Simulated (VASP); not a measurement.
Input of a VASP 6.6.1 run:

POSCAR

```
HfO2
1.0
    0.0000000000      2.5934235503      2.5291823194
    2.5934235503      0.0000000000      2.5291823194
    2.5934235503      2.5934235503      0.0000000000
Hf O
1 2
Direct
    0.0000000000      0.0000000000      0.0000000000
    0.2500000000      0.2500000000      0.2500000000
    0.7500000000      0.7500000000      0.7500000000
```

File INCAR.step1:

```
ALGO = Normal
EDIFF = 1E-4
ENCUT = 520
GGA = PE
ISMEAR = 0
LASPH = True
LCHARG = False
LREAL = False
LWAVE = True
NBANDS = 18
NELM = 80
PREC = Accurate
SIGMA = 0.01
```

INCAR.step2

```
ALGO = Normal
EDIFF = 1E-6
ENCUT = 520
ISIF = 2
ISMEAR = 0
ISTART = 1
LASPH = True
LCHARG = False
LMIXTAU = True
LREAL = False
LWAVE = False
METAGGA = R2SCAN
NBANDS = 18
NELM = 80
PREC = Accurate
SIGMA = 0.01
```

The input KPOINTS:

```
k-points
0
Gamma
  8 8 8
```

Potentials or basis: VASP PAW PBE potentials, release 64 (Hf_pv, O).

Run with:

```sh
$ cat potpaw_PBE.64/Hf_pv/POTCAR potpaw_PBE.64/O/POTCAR > POTCAR
$ cp INCAR.step1 INCAR
$ mpirun -np 1 vasp_std > vasp.out
$ cp INCAR.step2 INCAR
$ mpirun -np 1 vasp_std > vasp.out
```

Estimate the band gap on the k mesh.

3.96 eV, indirect (least direct gap 3.97 eV).

Estimate the pressure.

-15.6 GPa.

Stress tensor (GPa, compression positive):
```
-19.53   0.00   0.00
  0.00 -19.53   0.00
  0.00   0.00  -7.80
```

Caveat: the cell differs from its parent crystal (biaxial xy strain +2.5%); the PAW data sets were made with another functional, which shifts forces and pressure a little; spin-orbit coupling is left out, which moves the levels of the heavy elements. A k mesh can miss the band edges.
